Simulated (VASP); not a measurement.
# Co (P6_3/mmc) in VASP: a series of runs

Aim: see how the results for Co move with the level of theory and the settings. Levels: LDA, PBEsol. Tasks: electric field gradients.

Program: VASP 6.6.1. These are calculated values, not measurements. Logs are shortened: lines on timing, memory, paths and dates and some standing lists are left out, and cuts for length are marked.

## (1) The cell of the first run

Symmetry: P6_3/mmc, No. 194, hexagonal system. The conventional cell has a = 2.519 Å, b = 2.519 Å, c = 4.091 Å, α = 90.00°, β = 90.00°, γ = 120.00°. Co (site symmetry -6m2) has 12 Co at 2.51 to 2.52 Å within 3.3 Å.

## (2) Electric field gradients, LDA, collinear spin, ferromagnetic start

File INCAR:

```
SYSTEM = Co
PREC = Accurate
ENCUT = 520
EDIFF = 1E-8
ISMEAR = -1
SIGMA = 0.08
LREAL = .FALSE.
LASPH = .TRUE.
NELM = 150
ALGO = Normal
ISIF = 2
LWAVE = .FALSE.
LCHARG = .FALSE.
ISPIN = 2
MAGMOM = 2 2
LORBIT = 11
LMAXMIX = 4
LEFG = .TRUE.
NBANDS = 20
```

File KPOINTS:

```
Automatic mesh
0
G
  19 19 10
  0 0 0
```

File POSCAR:

```
Co
1.0
    2.5190008694      0.0000000000      0.0000000000
   -1.2595004347      2.1815187451      0.0000000000
    0.0000000000      0.0000000000      4.0910000000
Co
2
Direct
    0.3333333333      0.6666666667      0.2500000000
    0.6666666667      0.3333333333      0.7500000000
```

Potentials or basis: VASP PAW LDA potentials, release 64 (Co).

Command:

```
$ cat potpaw_LDA.64/Co/POTCAR > POTCAR
$ mpirun -np 1 vasp_std > vasp.out
```

OUTCAR:

```text
SYSTEM = Co
   PREC = Accurate
   ENCUT = 520
   EDIFF = 1E-8
   ISMEAR = -1
   LREAL = .FALSE.
   LASPH = .TRUE.
   NELM = 150
   ISIF = 2
   ISPIN = 2
   LORBIT = 11

 ion  position               nearest neighbor table
   1  0.333  0.667  0.250-   2 2.51   2 2.51   2 2.51   2 2.51   2 2.51   2 2.51
   2  0.667  0.333  0.750-   1 2.51   1 2.51   1 2.51   1 2.51   1 2.51   1 2.51

  LATTYP: Found a hexagonal cell.
 ALAT       =     2.5190008694
 C/A-ratio  =     1.6240566050

  Lattice vectors:

 A1 = (   2.5190008694,   0.0000000000,   0.0000000000)
 A2 = (  -1.2595004347,   2.1815187451,   0.0000000000)
 A3 = (   0.0000000000,   0.0000000000,   4.0910000000)

Analysis of symmetry for initial positions (statically):
=====================================================================
 Subroutine PRICEL returns:
 Original cell was already a primitive cell.

 Routine SETGRP: Setting up the symmetry group for a
 hexagonal supercell.

 Subroutine GETGRP returns: Found 24 space group operations
 (whereof 12 operations were pure point group operations)
 out of a pool of 24 trial point group operations.

The static configuration has the point symmetry D_3d.
 The point group associated with its full space group is D_6h.

Analysis of symmetry for dynamics (positions and initial velocities):
=====================================================================
 Subroutine PRICEL returns:
 Original cell was already a primitive cell.

 Routine SETGRP: Setting up the symmetry group for a
 hexagonal supercell.

 Subroutine GETGRP returns: Found 24 space group operations
 (whereof 12 operations were pure point group operations)
 out of a pool of 24 trial point group operations.

The dynamic configuration has the point symmetry D_3d.
 The point group associated with its full space group is D_6h.

Analysis of structural, dynamic, and magnetic symmetry:
=====================================================================
 Subroutine PRICEL returns:
 Original cell was already a primitive cell.

 Routine SETGRP: Setting up the symmetry group for a
 hexagonal supercell.

 Subroutine GETGRP returns: Found 24 space group operations
 (whereof 12 operations were pure point group operations)
 out of a pool of 24 trial point group operations.

The overall configuration has the point symmetry D_3d.
 The point group associated with its full space group is D_6h.

[... 161 lines left out ...]
      5       7.0234      1.00000
      6       7.3177      1.00000
[... 541 lines left out ...]
     19      32.0426      0.00000
     20      33.7253      0.00000

 [... further k-points ...]

 spin component 2

 k-point     1 :       0.0000    0.0000    0.0000
  band No.  band energies     occupation
      1       0.8791      1.00000
      2       5.4169      1.00000
      3       8.4141      1.00000
      4       8.4635      0.99999
      5       8.4635      0.99999
      6       8.8005      0.99941
[... 541 lines left out ...]
     19      32.4405      0.00000
     20      34.1600      0.00000

 [... further k-points ...]
[... 5 lines left out ...]
  --------------------------------------------------------------------------------------
  -------------------------------------------------------------------------------------
  Total       -3.3548571     -3.3548571     -3.5714180     -0.0000000     -0.0000000     -0.0000000
  in kB     -239.0935519   -239.0935519   -254.5273896     -0.0000000     -0.0000000     -0.0000000
  external PRESSURE =    -244.2381645 kB  Pullay stress =       0.0000000 kB

 VOLUME and BASIS-vectors are now :
 -----------------------------------------------------------------------------
  energy-cutoff  :      520.00
  volume of cell :       22.48
      direct lattice vectors                 reciprocal lattice vectors
     2.519000869  0.000000000  0.000000000     0.396982793  0.229198122  0.000000000
    -1.259500435  2.181518745  0.000000000     0.000000000  0.458396244  0.000000000
     0.000000000  0.000000000  4.091000000     0.000000000  0.000000000  0.244439012

 POSITION                                       TOTAL-FORCE (eV/Angst)
 -----------------------------------------------------------------------------------
     -0.00000      1.45435      1.02275        -0.000000      0.000000      0.000000
      1.25950      0.72717      3.06825         0.000000     -0.000000      0.000000
 -----------------------------------------------------------------------------------
    total drift:                               -0.000000      0.000000     -0.000000

  FREE ENERGIE OF THE ION-ELECTRON SYSTEM (eV)
  ---------------------------------------------------
  free  energy   TOTEN  =       -16.0520388466 eV

  energy  without entropy=      -16.0094097143  energy(sigma->0) =      -16.03072428

 Electric field gradients (V/A^2)
---------------------------------------------------------------------
 ion       V_xx      V_yy      V_zz      V_xy      V_xz      V_yz
---------------------------------------------------------------------
   1       1.327     1.327    -2.654    -0.000     0.000    -0.000
   2       1.327     1.327    -2.654    -0.000    -0.000     0.000
---------------------------------------------------------------------

 Electric field gradients after diagonalization (V/A^2)
 (convention: |V_zz| > |V_xx| > |V_yy|)
----------------------------------------------------------------------
 ion       V_xx      V_yy      V_zz     asymmetry (V_yy - V_xx)/ V_zz
----------------------------------------------------------------------
   1       1.327     1.327    -2.654       0.000
   2       1.327     1.327    -2.654       0.000
----------------------------------------------------------------------

           NMR quadrupolar parameters

 Cq : quadrupolar parameter    Cq=e*Q*V_zz/h
 eta: asymmetry parameters     (V_yy - V_xx)/ V_zz
 Q  : nuclear electric quadrupole moment in mb (millibarn)
----------------------------------------------------------------------
 ion       Cq(MHz)       eta       Q (mb)
----------------------------------------------------------------------
   1      -0.006       0.000       1.000
   2      -0.006       0.000       1.000
----------------------------------------------------------------------

 total charge

# of ion       s       p       d       tot
------------------------------------------
    1        0.474   0.485   7.257   8.217
    2        0.474   0.485   7.257   8.217
--------------------------------------------------
tot          0.948   0.971  14.515  16.433

 magnetization (x)

# of ion       s       p       d       tot
------------------------------------------
    1       -0.013  -0.039   1.633   1.581
    2       -0.013  -0.039   1.633   1.581
--------------------------------------------------
tot         -0.025  -0.077   3.265   3.163
```

It took 3.8 min on 1 thread of Intel Xeon Platinum 8375C at 2.90GHz (Ice Lake), shared host; peak memory 0.25 GiB.

Results:

| Item | Value |
| --- | --- |
| Free energy | -16.0520 eV |
| Pressure | -24.4 GPa |
| Net moment | 3.15 μB per cell |
| Site moments | Co +1.58 μB |
| Valence electrons inside the program's atomic spheres | Co 8.22 |

Electric field gradients, principal values (V/Å²):
| atom | least | middle | greatest (by size) |
| --- | --- | --- | --- |
| 1 Co | 1.327 | 1.327 | -2.654 |
| 2 Co | 1.327 | 1.327 | -2.654 |

Caveat: without QUAD_EFG the Cq values of the log hold for a quadrupole moment of 1 mb, not for the nuclei.

## (3) Electric field gradients, PBEsol, collinear spin, ferromagnetic start

File INCAR:

```
SYSTEM = Co
PREC     = Accurate       ! precision mode
ENCUT    = 520            ! plane-wave cutoff, eV
EDIFF    = 1E-8           ! SCF threshold, eV
ISMEAR   = -1             ! smearing method
SIGMA    = 0.08           ! smearing width, eV
LREAL    = .False.        ! projectors in reciprocal space
LASPH    = .True.         ! aspherical terms in the spheres
NELM     = 150            ! most SCF steps
ALGO     = Normal         ! electronic algorithm
ISIF     = 2              ! what is computed and relaxed
LWAVE    = .False.        ! write WAVECAR
LCHARG   = .False.        ! write CHGCAR
ISPIN    = 2              ! spin polarisation
MAGMOM   = 2 2            ! initial moments
LORBIT   = 11             ! projections on sites
LMAXMIX  = 4              ! l up to which the mixer works
GGA      = PS             ! functional
LEFG     = .True.       
NBANDS   = 20             ! bands
```

File KPOINTS:

```
regular mesh
0
Gamma
  19 19 10
  0 0 0
```

POSCAR is that of step 2.

Potentials or basis: VASP PAW PBE potentials, release 64 (Co).

Command:

```
$ cat potpaw_PBE.64/Co/POTCAR > POTCAR
$ mpirun -np 1 vasp_std > vasp.out
```

OUTCAR:

```text
SYSTEM = Co
   PREC = Accurate
   ENCUT = 520
   EDIFF = 1E-8
   ISMEAR = -1
   LREAL = .False.
   LASPH = .True.
   NELM = 150
   ISIF = 2
   ISPIN = 2
   LORBIT = 11
   GGA = PS

 ion  position               nearest neighbor table
   1  0.333  0.667  0.250-   2 2.51   2 2.51   2 2.51   2 2.51   2 2.51   2 2.51
   2  0.667  0.333  0.750-   1 2.51   1 2.51   1 2.51   1 2.51   1 2.51   1 2.51

  LATTYP: Found a hexagonal cell.
 ALAT       =     2.5190008694
 C/A-ratio  =     1.6240566050

  Lattice vectors:

 A1 = (   2.5190008694,   0.0000000000,   0.0000000000)
 A2 = (  -1.2595004347,   2.1815187451,   0.0000000000)
 A3 = (   0.0000000000,   0.0000000000,   4.0910000000)

Analysis of symmetry for initial positions (statically):
=====================================================================
 Subroutine PRICEL returns:
 Original cell was already a primitive cell.

 Routine SETGRP: Setting up the symmetry group for a
 hexagonal supercell.

 Subroutine GETGRP returns: Found 24 space group operations
 (whereof 12 operations were pure point group operations)
 out of a pool of 24 trial point group operations.

The static configuration has the point symmetry D_3d.
 The point group associated with its full space group is D_6h.

Analysis of symmetry for dynamics (positions and initial velocities):
=====================================================================
 Subroutine PRICEL returns:
 Original cell was already a primitive cell.

 Routine SETGRP: Setting up the symmetry group for a
 hexagonal supercell.

 Subroutine GETGRP returns: Found 24 space group operations
 (whereof 12 operations were pure point group operations)
 out of a pool of 24 trial point group operations.

The dynamic configuration has the point symmetry D_3d.
 The point group associated with its full space group is D_6h.

Analysis of structural, dynamic, and magnetic symmetry:
=====================================================================
 Subroutine PRICEL returns:
 Original cell was already a primitive cell.

 Routine SETGRP: Setting up the symmetry group for a
 hexagonal supercell.

 Subroutine GETGRP returns: Found 24 space group operations
 (whereof 12 operations were pure point group operations)
 out of a pool of 24 trial point group operations.

The overall configuration has the point symmetry D_3d.
 The point group associated with its full space group is D_6h.

 Subroutine INISYM returns: Found 24 space group operations
 (whereof 12 operations are pure point group operations),
 and found     1 'primitive' translations

----------------------------------------------------------------------------------------

                                     Primitive cell

  volume of cell :      22.4811

  direct lattice vectors                    reciprocal lattice vectors
     2.519000869  0.000000000  0.000000000     0.396982793  0.229198122  0.000000000
    -1.259500435  2.181518745  0.000000000     0.000000000  0.458396244  0.000000000
     0.000000000  0.000000000  4.091000000     0.000000000  0.000000000  0.244439012

  length of vectors
     2.519000869  2.519000869  4.091000000     0.458396244  0.458396244  0.244439012
[... 106 lines left out ...]
   GGA     = PS    functional components
   LHFCALC =     F    Hartree Fock is set to
   AEXX    =    0.0000 exact exchange contribution
   IVDW    =     0    specifies the selected vdW correction
   LEPSILON=     F    determine dielectric tensor
   LRPA    =     F    only Hartree local field effects (RPA)
 spin polarized calculation
  energy-cutoff  :      520.00
  volume of cell :       22.48
 maximum number of plane-waves:       621
 NGX is ok and might be reduce to    20
   NGX =  9   NGY =  9   NGZ = 15

 number of electron      18.0000005 magnetization       3.2644307

 Free energy of the ion-electron system (eV)
  ---------------------------------------------------
  ext. energy  EPLUGINS =         0.00000000
  ---------------------------------------------------
  free energy    TOTEN  =       -15.38897024 eV

  energy without entropy =      -15.34828497  energy(sigma->0) =      -15.36862760

 E-fermi :   9.5831     XC(G=0): -13.3704

 val. band max:        9.5806458369   @ k =   0.1053   0.1053   0.1000
 cond. band min:       9.5832775782   @ k =   0.1579   0.0526   0.0000
 fundamental gap:      0.0026317413
 Fermi energy:         9.5831291240

 spin component 1

 k-point     1 :       0.0000    0.0000    0.0000
  band No.  band energies     occupation
      1       0.8155      1.00000
      2       4.5904      1.00000
      3       7.0092      1.00000
      4       7.0536      1.00000
      5       7.0536      1.00000
      6       7.3444      1.00000
[... 541 lines left out ...]
     19      32.2103      0.00000
     20      33.8571      0.00000

 [... further k-points ...]

 spin component 2

 k-point     1 :       0.0000    0.0000    0.0000
  band No.  band energies     occupation
      1       0.8678      1.00000
      2       5.5535      1.00000
      3       8.6400      0.99999
      4       8.6941      0.99999
      5       8.6941      0.99999
      6       9.0358      0.99893
[... 541 lines left out ...]
     19      32.5659      0.00000
     20      34.2389      0.00000

 [... further k-points ...]
[... 5 lines left out ...]
  --------------------------------------------------------------------------------------
  -------------------------------------------------------------------------------------
  Total       -2.2652338     -2.2652338     -2.4304033      0.0000000     -0.0000000     -0.0000000
  in kB     -161.4384089   -161.4384089   -173.2096871      0.0000000     -0.0000000     -0.0000000
  external PRESSURE =    -165.3621683 kB  Pullay stress =       0.0000000 kB

 VOLUME and BASIS-vectors are now :
 -----------------------------------------------------------------------------
  energy-cutoff  :      520.00
  volume of cell :       22.48
      direct lattice vectors                 reciprocal lattice vectors
     2.519000869  0.000000000  0.000000000     0.396982793  0.229198122  0.000000000
    -1.259500435  2.181518745  0.000000000     0.000000000  0.458396244  0.000000000
     0.000000000  0.000000000  4.091000000     0.000000000  0.000000000  0.244439012

 POSITION                                       TOTAL-FORCE (eV/Angst)
 -----------------------------------------------------------------------------------
     -0.00000      1.45435      1.02275        -0.000000      0.000000      0.000000
      1.25950      0.72717      3.06825         0.000000     -0.000000      0.000000
 -----------------------------------------------------------------------------------
    total drift:                               -0.000000      0.000000     -0.000000

  FREE ENERGIE OF THE ION-ELECTRON SYSTEM (eV)
  ---------------------------------------------------
  free  energy   TOTEN  =       -15.3889702367 eV

  energy  without entropy=      -15.3482849676  energy(sigma->0) =      -15.36862760

 Electric field gradients (V/A^2)
---------------------------------------------------------------------
 ion       V_xx      V_yy      V_zz      V_xy      V_xz      V_yz
---------------------------------------------------------------------
   1       1.106     1.106    -2.212    -0.000     0.000    -0.000
   2       1.106     1.106    -2.212    -0.000    -0.000     0.000
---------------------------------------------------------------------

 Electric field gradients after diagonalization (V/A^2)
 (convention: |V_zz| > |V_xx| > |V_yy|)
----------------------------------------------------------------------
 ion       V_xx      V_yy      V_zz     asymmetry (V_yy - V_xx)/ V_zz
----------------------------------------------------------------------
   1       1.106     1.106    -2.212       0.000
   2       1.106     1.106    -2.212       0.000
----------------------------------------------------------------------

           NMR quadrupolar parameters

 Cq : quadrupolar parameter    Cq=e*Q*V_zz/h
 eta: asymmetry parameters     (V_yy - V_xx)/ V_zz
 Q  : nuclear electric quadrupole moment in mb (millibarn)
----------------------------------------------------------------------
 ion       Cq(MHz)       eta       Q (mb)
----------------------------------------------------------------------
   1      -0.005       0.000       1.000
   2      -0.005       0.000       1.000
----------------------------------------------------------------------

 total charge

# of ion       s       p       d       tot
------------------------------------------
    1        0.475   0.495   7.234   8.204
    2        0.475   0.495   7.234   8.204
--------------------------------------------------
tot          0.949   0.989  14.469  16.407

 magnetization (x)

# of ion       s       p       d       tot
------------------------------------------
    1       -0.014  -0.050   1.718   1.654
    2       -0.014  -0.050   1.718   1.654
--------------------------------------------------
tot         -0.028  -0.100   3.436   3.307
```

Run time: 6.6 min. Hardware: 1 thread of Oxide Virtual Turin-like, shared host; peak memory 0.22 GiB.

What came out:

* Free energy: -15.3890 eV
* Pressure: -16.5 GPa
* Net moment: 3.26 μB per cell
* Site moments: Co +1.65 μB
* Valence electrons inside the program's atomic spheres: Co 8.20

Levels at points of the mesh, in eV from the Fermi level:
Spin up:
```
           k point  band 8  band 9  band 10  band 11  band 12  band 13  band 14  band 15
(0.00, 0.00, 0.00)   -1.90   -1.90    -0.86    -0.86    -0.16     5.96    21.67    23.91
(0.00, 0.00, 0.50)   -2.59   -1.16    -1.16    -1.16    -1.16    14.46    14.46    22.37
```
Spin down:
```
           k point  band 3  band 4  band 5  band 6  band 7  band 8  band 9  band 10  band 11  band 12
(0.00, 0.00, 0.00)   -0.94   -0.89   -0.89   -0.55   -0.55   -0.16   -0.13    -0.13     1.02     1.02
(0.00, 0.00, 0.50)   -1.46   -1.46   -0.95   -0.95   -0.95   -0.95    0.70     0.70     0.70     0.70
```

Electric field gradients, principal values (V/Å²):
| atom | least | middle | greatest (by size) |
| --- | --- | --- | --- |
| 1 Co | 1.106 | 1.106 | -2.212 |
| 2 Co | 1.106 | 1.106 | -2.212 |

Caveat: without QUAD_EFG the Cq values of the log hold for a quadrupole moment of 1 mb, not for the nuclei; the PAW data sets were made with another functional, which shifts forces and pressure a little.
